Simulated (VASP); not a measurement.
# Ta (P6/mmm) in VASP: notebook

Ta is run at these levels: PBEsol; tasks: single point.

All numbers are computed with VASP 6.6.1; they aren't measurements. Logs are shortened: lines on timing, memory, paths and dates and some standing lists are left out, and cuts for length are marked.

## 1. The cell of the first run

It takes space group P6/mmm (No. 191, hexagonal). Conventional cell: a = 4.806 Å, b = 4.806 Å, c = 2.699 Å, α = 90.00°, β = 90.00°, γ = 120.00°. Ta (site symmetry 6/mmm) has 14 Ta at 2.70 to 3.09 Å within 3.6 Å. Ta (site symmetry -6m2) has 11 Ta at 2.70 to 3.09 Å within 3.6 Å.

## 2. Single point, PBEsol

File INCAR:

```
SYSTEM = Ta
  ALGO = Normal
  EDIFF = 1E-6
  ENCUT = 520
  GGA = PS
  ISIF = 2
  ISMEAR = -1
  LASPH = .True.
  LCHARG = .False.
  LREAL = .False.
  LWAVE = .False.
  NBANDS = 24
  NELM = 100
  PREC = Accurate
  SIGMA = 0.1
```

File KPOINTS:

```
k-points
0
Gamma
  8 8 11
  0 0 0
```

File POSCAR:

```
Ta
1.0
    4.8063328528      0.0000000000      0.0000000000
   -2.4031664264      4.1624063496      0.0000000000
    0.0000000000      0.0000000000      2.6988881166
Ta
3
Direct
    0.0000000000      1.0000000000      0.0000000000
    0.3333333333      0.6666666667      0.5000000000
    0.6666666667      0.3333333333      0.5000000000
```

Potentials or basis: VASP PAW PBE potentials, release 64 (Ta_pv).

The run is started by

```console
$ cat potpaw_PBE.64/Ta_pv/POTCAR > POTCAR
$ mpirun -np 1 vasp_std > vasp.out
```

OUTCAR:

```text
SYSTEM = Ta
   EDIFF = 1E-6
   ENCUT = 520
   GGA = PS
   ISIF = 2
   ISMEAR = -1
   LASPH = .True.
   LREAL = .False.
   NELM = 100
   PREC = Accurate

 ion  position               nearest neighbor table
   1  0.000  0.000  0.000-   2 3.09   3 3.09   2 3.09   3 3.09   3 3.09   3 3.09   2 3.09   2 3.09
                             3 3.09   3 3.09   2 3.09   2 3.09
   2  0.333  0.667  0.500-   3 2.77   3 2.77   3 2.77   1 3.09   1 3.09   1 3.09   1 3.09   1 3.09
                             1 3.09
   3  0.667  0.333  0.500-   2 2.77   2 2.77   2 2.77   1 3.09   1 3.09   1 3.09   1 3.09   1 3.09
                             1 3.09

  LATTYP: Found a hexagonal cell.
 ALAT       =     4.8063328528
 C/A-ratio  =     0.5615275095

  Lattice vectors:

 A1 = (   4.8063328528,   0.0000000000,   0.0000000000)
 A2 = (  -2.4031664264,   4.1624063496,   0.0000000000)
 A3 = (   0.0000000000,   0.0000000000,   2.6988881166)

Analysis of symmetry for initial positions (statically):
=====================================================================
 Subroutine PRICEL returns:
 Original cell was already a primitive cell.

 Routine SETGRP: Setting up the symmetry group for a
 hexagonal supercell.

 Subroutine GETGRP returns: Found 24 space group operations
 (whereof 24 operations were pure point group operations)
 out of a pool of 24 trial point group operations.

The static configuration has the point symmetry D_6h.

Analysis of symmetry for dynamics (positions and initial velocities):
=====================================================================
 Subroutine PRICEL returns:
 Original cell was already a primitive cell.

 Routine SETGRP: Setting up the symmetry group for a
 hexagonal supercell.

 Subroutine GETGRP returns: Found 24 space group operations
 (whereof 24 operations were pure point group operations)
 out of a pool of 24 trial point group operations.

The dynamic configuration has the point symmetry D_6h.

 Subroutine INISYM returns: Found 24 space group operations
 (whereof 24 operations are pure point group operations),
 and found     1 'primitive' translations

----------------------------------------------------------------------------------------

                                     Primitive cell

  volume of cell :      53.9937

  direct lattice vectors                    reciprocal lattice vectors
     4.806332853  0.000000000  0.000000000     0.208058832  0.120122823  0.000000000
    -2.403166426  4.162406350  0.000000000     0.000000000  0.240245645  0.000000000
     0.000000000  0.000000000  2.698888117     0.000000000  0.000000000  0.370522955

  length of vectors
     4.806332853  4.806332853  2.698888117     0.240245645  0.240245645  0.370522955

  position of ions in fractional coordinates (direct lattice)
     0.000000000  0.000000000  0.000000000
     0.333333333  0.666666667  0.500000000
     0.666666667  0.333333333  0.500000000

  ion indices of the primitive-cell ions
   primitive index   ion index
                 1           1
                 2           2
                 3           3

----------------------------------------------------------------------------------------

 KPOINTS: k-points

Automatic generation of k-mesh.
 Grid dimensions read from file:
 generate k-points for:    8    8   11

 Generating k-lattice:

  Cartesian coordinates                     Fractional coordinates (reciprocal lattice)
     0.026007354  0.015015353  0.000000000     0.125000000  0.000000000  0.000000000
     0.000000000  0.030030706  0.000000000     0.000000000  0.125000000  0.000000000
     0.000000000  0.000000000  0.033683905     0.000000000  0.000000000  0.090909091

  Length of vectors
     0.030030706  0.030030706  0.033683905

  Shift w.r.t. Gamma in fractional coordinates (k-lattice)
     0.000000000  0.000000000  0.000000000

 Subroutine IBZKPT returns following result:
 ===========================================

 Found     60 irreducible k-points:

 Following reciprocal coordinates:
            Coordinates               Weight
  0.000000  0.000000  0.000000      1.000000
  0.125000  0.000000  0.000000      6.000000
  0.250000  0.000000  0.000000      6.000000
  0.375000  0.000000  0.000000      6.000000
  0.500000  0.000000  0.000000      3.000000
  0.125000  0.125000  0.000000      6.000000
[... 16 lines left out ...]
  0.250000  0.000000  0.181818     12.000000
  0.375000  0.000000  0.181818     12.000000
 [... further k-points ...]
   k-points           NKPTS =     60   k-points in BZ     NKDIM =     60   number of bands    NBANDS=     24
   number of dos      NEDOS =    301   number of ions     NIONS =      3
   total plane-waves  NPLWV =  25920
   dimension x,y,z NGX =    36 NGY =   36 NGZ =   20
   dimension x,y,z NGXF=    72 NGYF=   72 NGZF=   40
   ions per type =               3
   NGX,Y,Z   is equivalent  to a cutoff of  12.45, 12.45, 12.32 a.u.
   NGXF,Y,Z  is equivalent  to a cutoff of  24.90, 24.90, 24.64 a.u.
 SYSTEM =  Ta
   PREC   = accura    normal or accurate (medium, high low for compatibility)
   ISTART =      0    job   : 0-new  1-cont  2-samecut
   ICHARG =      2    charge: 1-file 2-atom 10-const
   ISPIN  =      1    spin polarized calculation?
   LNONCOLLINEAR =      F non collinear calculations
   LSORBIT =      F    spin-orbit coupling
   LASPH  =      T    aspherical Exc in radial PAW
   ENCUT  =  520.0 eV  38.22 Ry    6.18 a.u.   8.94  8.94  5.02*2*pi/ulx,y,z
   NELM   =    100;   NELMIN=  2; NELMDL= -5     # of ELM steps
   EDIFF  = 0.1E-05   stopping-criterion for ELM
   LREAL  =      F    real-space projection
[... 7 lines left out ...]
   TEBEG  =    0.0;   TEEND  =   0.0 temperature during run
   PSTRESS=    0.0 pullay stress
   NELECT =      33.0000    total number of electrons
   NUPDOWN=      -1.0000    fix difference up-down
   EMIN   =  10.00;   EMAX   =-10.00  energy-range for DOS
   EFERMI =   0.00;   METHOD = LEGACY
   ISMEAR =    -1;   SIGMA  =   0.10  broadening in eV -4-tet -1-fermi 0-gaus
   EFERMI_NEDOS =   21; number of points for ismear=-14 and -15
   IALGO  =     38    algorithm
   IMIX   =      4    mixing-type and parameters
     AMIX     =   0.40;   BMIX     =  1.00
     AMIX_MAG =   1.60;   BMIX_MAG =  1.00
  volume/ion in A,a.u.               =      18.00       121.46
  Fermi-wavevector in a.u.,A,eV,Ry     =   1.389308  2.625411 26.261633  1.930176
  Thomas-Fermi vector in A             =   2.513351
   LORBIT       =      0    0 simple, 1 ext, 2 COOP (PROOUT), +10 PAW based schemes
   GGA     = PS    functional components
   LHFCALC =     F    Hartree Fock is set to
   AEXX    =    0.0000 exact exchange contribution
   IVDW    =     0    specifies the selected vdW correction
   LEPSILON=     F    determine dielectric tensor
   LRPA    =     F    only Hartree local field effects (RPA)
 non-spin polarized calculation
  energy-cutoff  :      520.00
  volume of cell :       53.99
 maximum number of plane-waves:      1472
 NGX is ok and might be reduce to    36
   NGX = 17   NGY = 17   NGZ = 11

 number of electron      33.0000007 magnetization

 Free energy of the ion-electron system (eV)
  ---------------------------------------------------
  ext. energy  EPLUGINS =         0.00000000
  ---------------------------------------------------
  free energy    TOTEN  =       -36.99175477 eV

  energy without entropy =      -36.88876029  energy(sigma->0) =      -36.94025753

 E-fermi :   5.6273     XC(G=0): -12.7190

 val. band max:        5.6147003573   @ k =   0.2500   0.1250   0.2727
 cond. band min:       5.6273839850   @ k =   0.1250   0.1250   0.4545
 fundamental gap:      0.0126836277
 Fermi energy:         5.6272784012

 k-point     1 :       0.0000    0.0000    0.0000
  band No.  band energies     occupation
      1     -28.6690      2.00000
      2     -28.6690      2.00000
      3     -28.4337      2.00000
      4     -28.4337      2.00000
      5     -27.7740      2.00000
      6     -27.7740      2.00000
[... 16 lines left out ...]
     23       9.0417      0.00000
     24      12.3788      0.00000

 k-point     2 :       0.1250    0.0000    0.0000
  band No.  band energies     occupation
      1     -28.7266      2.00000
      2     -28.6972      2.00000
      3     -28.3640      2.00000
      4     -28.3508      2.00000
      5     -27.8321      2.00000
      6     -27.7844      2.00000
[... 16 lines left out ...]
     23       9.6720      0.00000
     24      11.9668      0.00000

 k-point     3 :       0.2500    0.0000    0.0000
  band No.  band energies     occupation
      1     -28.8146      2.00000
      2     -28.6955      2.00000
      3     -28.2415      2.00000
      4     -28.2065      2.00000
      5     -27.9857      2.00000
      6     -27.8150      2.00000
[... 16 lines left out ...]
     23      10.4452      0.00000
     24      11.0445      0.00000

 k-point     4 :       0.3750    0.0000    0.0000
  band No.  band energies     occupation
      1     -28.8770      2.00000
      2     -28.6135      2.00000
      3     -28.2165      2.00000
      4     -28.1289      2.00000
      5     -28.0647      2.00000
      6     -27.8612      2.00000
[... 16 lines left out ...]
     23      10.8548      0.00000
     24      11.1057      0.00000

 k-point     5 :       0.5000    0.0000    0.0000
  band No.  band energies     occupation
      1     -28.8992      2.00000
      2     -28.5030      2.00000
      3     -28.3690      2.00000
      4     -28.0736      2.00000
      5     -28.0253      2.00000
      6     -27.8928      2.00000
[... 451 lines left out ...]
 k-point    22 :       0.1250    0.0000    0.1818
  band No.  band energies     occupation
      1     -28.6614      2.00000
      2     -28.6338      2.00000
      3     -28.2976      2.00000
      4     -28.2957      2.00000
      5     -28.0710      2.00000
      6     -27.9229      2.00000
[... 16 lines left out ...]
     23       9.3522      0.00000
     24      10.9150      0.00000

 k-point    23 :       0.2500    0.0000    0.1818
  band No.  band energies     occupation
      1     -28.7349      2.00000
      2     -28.6293      2.00000
      3     -28.2053      2.00000
      4     -28.1986      2.00000
      5     -28.0277      2.00000
      6     -28.0166      2.00000
[... 16 lines left out ...]
     23       9.8541      0.00000
     24      10.0853      0.00000

 k-point    24 :       0.3750    0.0000    0.1818
  band No.  band energies     occupation
      1     -28.7893      2.00000
      2     -28.5645      2.00000
      3     -28.2389      2.00000
      4     -28.1093      2.00000
      5     -28.0681      2.00000
      6     -27.9636      2.00000
[... 16 lines left out ...]
     23      10.0179      0.00000
     24      10.1342      0.00000

 [... further k-points ...]
[... 5 lines left out ...]
  --------------------------------------------------------------------------------------
  -------------------------------------------------------------------------------------
  Total        0.0678357      0.0678357      0.0880520      0.0000000      0.0000000      0.0000000
  in kB        2.0129160      2.0129160      2.6128028      0.0000000      0.0000000      0.0000000
  external PRESSURE =       2.2128783 kB  Pullay stress =       0.0000000 kB

 VOLUME and BASIS-vectors are now :
 -----------------------------------------------------------------------------
  energy-cutoff  :      520.00
  volume of cell :       53.99
      direct lattice vectors                 reciprocal lattice vectors
     4.806332853  0.000000000  0.000000000     0.208058832  0.120122823  0.000000000
    -2.403166426  4.162406350  0.000000000     0.000000000  0.240245645  0.000000000
     0.000000000  0.000000000  2.698888117     0.000000000  0.000000000  0.370522955

 POSITION                                       TOTAL-FORCE (eV/Angst)
 -----------------------------------------------------------------------------------
      0.00000      0.00000      0.00000         0.000000      0.000000     -0.000000
     -0.00000      2.77494      1.34944         0.000000      0.000000      0.000000
      2.40317      1.38747      1.34944        -0.000000      0.000000     -0.000000
 -----------------------------------------------------------------------------------
    total drift:                                0.000000      0.000000     -0.000000

  FREE ENERGIE OF THE ION-ELECTRON SYSTEM (eV)
  ---------------------------------------------------
  free  energy   TOTEN  =       -36.9917547693 eV

  energy  without entropy=      -36.8887602905  energy(sigma->0) =      -36.94025753
```

Wall time 20 s (1 thread of Intel Xeon 6975P-C (Granite Rapids), shared host); peak memory 0.2 GiB.

What came out:

```yaml
Free_energy: -36.9918 eV
Pressure: 0.2 GPa
```

Caveat: the PAW data sets were made with another functional, which shifts forces and pressure a little; spin-orbit coupling is left out, which moves the levels of the heavy elements.

## 3. Single point, PBEsol (volume scaled by 0.88)

File INCAR:

```
SYSTEM = Ta
ALGO = Normal
EDIFF = 1E-6
ENCUT = 520
GGA = PS
ISIF = 2
ISMEAR = -1
LASPH = .True.
LCHARG = .True.
LELF = .True.
LREAL = .False.
LVHAR = .True.
LWAVE = .False.
NBANDS = 24
NELM = 80
PREC = Accurate
SIGMA = 0.1
```

File KPOINTS:

```
k-points
0
Gamma
  9 9 13
  0 0 0
```

File POSCAR:

```
Ta
1.0
    4.6058317341      0.0000000000      0.0000000000
   -2.3029158670      3.9887672873      0.0000000000
    0.0000000000      0.0000000000      2.5863012228
Ta
3
Direct
    0.0000000000      1.0000000000      0.0000000000
    0.3333333333      0.6666666667      0.5000000000
    0.6666666667      0.3333333333      0.5000000000
```

Potentials or basis: VASP PAW PBE potentials, release 64 (Ta_pv).

The run is started by

```console
$ cat potpaw_PBE.64/Ta_pv/POTCAR > POTCAR
$ mpirun -np 1 vasp_std > vasp.out
```

Wall time 26 s (1 thread of Intel Xeon 6975P-C (Granite Rapids), shared host); peak memory 0.21 GiB.

It converged, with:

```
Free energy : -36.3989 eV
Pressure    : 32.6 GPa
```

Stress tensor (GPa, compression positive):
```
31.58  0.00  0.00
 0.00 31.58  0.00
 0.00  0.00 34.61
```

Levels at points of the mesh, in eV from the Fermi level:
| k point | band 15 | band 16 | band 17 | band 18 | band 19 | band 20 |
| --- | --- | --- | --- | --- | --- | --- |
| (0.00, 0.00, 0.00) | -1.47 | -1.47 | -0.88 | 1.03 | 1.03 | 3.74 |

Caveat: the PAW data sets were made with another functional, which shifts forces and pressure a little; spin-orbit coupling is left out, which moves the levels of the heavy elements.

## 4. Single point, PBEsol (volume scaled by 0.92)

File INCAR:

```
  ALGO = Normal
  EDIFF = 1E-7
  ENCUT = 520
  GGA = PS
  ISIF = 2
  ISMEAR = -1
  LASPH = True
  LCHARG = False
  LREAL = False
  LWAVE = False
  NBANDS = 24
  NELM = 100
  PREC = Accurate
  SIGMA = 0.1
```

File KPOINTS:

```
k-points
0
Gamma
  9 9 13
```

File POSCAR:

```
Ta
1.0
    4.6745856277      0.0000000000      0.0000000000
   -2.3372928138      4.0483099058      0.0000000000
    0.0000000000      0.0000000000      2.6249084254
Ta
3
Direct
    0.0000000000      1.0000000000      0.0000000000
    0.3333333333      0.6666666667      0.5000000000
    0.6666666667      0.3333333333      0.5000000000
```

The run is started by

```console
$ cat potpaw_PBE.64/Ta_pv/POTCAR > POTCAR
$ mpirun -np 1 vasp_std > vasp.out
```

It took 30 s on 1 thread of Intel Xeon 6975P-C (Granite Rapids), shared host; peak memory 0.21 GiB.

Results (log left out):

- Free energy: -36.7489 eV
- Pressure: 19.7 GPa

Stress tensor (GPa, compression positive):
```
19.06  0.00  0.00
 0.00 19.06  0.00
 0.00  0.00 20.83
```

Levels at points of the mesh, in eV from the Fermi level:
```tsv
k point	band 14	band 15	band 16	band 17	band 18	band 19	band 20	band 21
(0.00, 0.00, 0.00)	-1.47	-1.47	-1.47	-0.81	1.03	1.03	3.61	3.61
```

Caveat: the PAW data sets were made with another functional, which shifts forces and pressure a little; spin-orbit coupling is left out, which moves the levels of the heavy elements.

## 5. Overview

| cell | k mesh | gap on the mesh (eV) | pressure (GPa) |
| --- | --- | --- | --- |
| a = 4.806, b = 4.806, c = 2.699 Å, angles 90.0, 90.0, 120.0°, 3 atoms | 8 × 8 × 11 | none | 0.2 |
| a = 4.606, b = 4.606, c = 2.586 Å, angles 90.0, 90.0, 120.0°, 3 atoms | 9 × 9 × 13 | none | 32.6 |
| a = 4.675, b = 4.675, c = 2.625 Å, angles 90.0, 90.0, 120.0°, 3 atoms | 9 × 9 × 13 | none | 19.7 |

Alike in all rows: task single point; level PBEsol; potentials or basis VASP PAW PBE potentials, release 64 (Ta_pv); no spin polarisation; cutoff (eV) 520; smearing fermi-dirac 0.1 eV.

Caveats: the PAW data sets were made with another functional, which shifts forces and pressure a little; spin-orbit coupling is left out, which moves the levels of the heavy elements.

Total energies depend on the potentials used, so only differences within one code and one set of settings carry meaning.
